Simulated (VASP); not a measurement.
A run of VASP 6.6.1 is set up as follows.

POSCAR

```
P
1.0
    3.3430000000      0.0000000000      0.0000000000
   -1.6715000000      2.8951229249      0.0000000000
    0.0000000000      0.0000000000     28.0000000000
P
2
Direct
    0.3333333333      0.6666666667      0.5187321429
    0.6666666667      0.3333333333      0.4812678571
```

The input INCAR.step1:

```
SYSTEM = P
PREC     = Accurate       ! precision mode
ENCUT    = 520            ! plane-wave cutoff, eV
ISMEAR   = 0              ! smearing method
SIGMA    = 0.02           ! smearing width, eV
LREAL    = .False.        ! projectors in reciprocal space
LASPH    = .True.         ! aspherical terms in the spheres
NELM     = 80             ! most SCF steps
LDIPOL   = .True.       
IDIPOL   = 3            
DIPOL    = 0.5 0.5 0.500
NBANDS   = 12             ! bands
GGA      = PE             ! functional
ALGO     = Normal         ! electronic algorithm
EDIFF    = 1E-4           ! SCF threshold, eV
LWAVE    = .True.         ! write WAVECAR
LCHARG   = .False.        ! write CHGCAR
```

INCAR.step2

```
SYSTEM = P
PREC     = Accurate       ! precision mode
ENCUT    = 520            ! plane-wave cutoff, eV
EDIFF    = 1E-7           ! SCF threshold, eV
ISMEAR   = 0              ! smearing method
SIGMA    = 0.02           ! smearing width, eV
LREAL    = .False.        ! projectors in reciprocal space
LASPH    = .True.         ! aspherical terms in the spheres
NELM     = 80             ! most SCF steps
ALGO     = Normal         ! electronic algorithm
ISIF     = 2              ! what is computed and relaxed
LWAVE    = .False.        ! write WAVECAR
LCHARG   = .False.        ! write CHGCAR
LDIPOL   = .True.       
IDIPOL   = 3            
DIPOL    = 0.5 0.5 0.500
METAGGA  = R2SCAN         ! meta-GGA
LMIXTAU  = .True.       
NBANDS   = 12             ! bands
ISTART   = 1
```

Contents of KPOINTS:

```
Automatic mesh
0
Gamma
  9 9 1
  0 0 0
```

Potentials or basis: VASP PAW PBE potentials, release 64 (P).

Command:

```console
$ cat potpaw_PBE.64/P/POTCAR > POTCAR
$ cp INCAR.step1 INCAR
$ mpirun -np 1 vasp_std > vasp.out
$ cp INCAR.step2 INCAR
$ mpirun -np 1 vasp_std > vasp.out
```

Task: What does it give for the largest force?

Result: 2.435 eV/Å.

Task: Predict the band gap on the k mesh.

Result: 0.97 eV (least direct gap 1.63 eV).

Forces on the atoms (eV/Å):
```
P    0.000  0.000  2.435
P    0.000  0.000 -2.435
```

Caveat: the PAW data sets were made with another functional, which shifts forces and pressure a little.
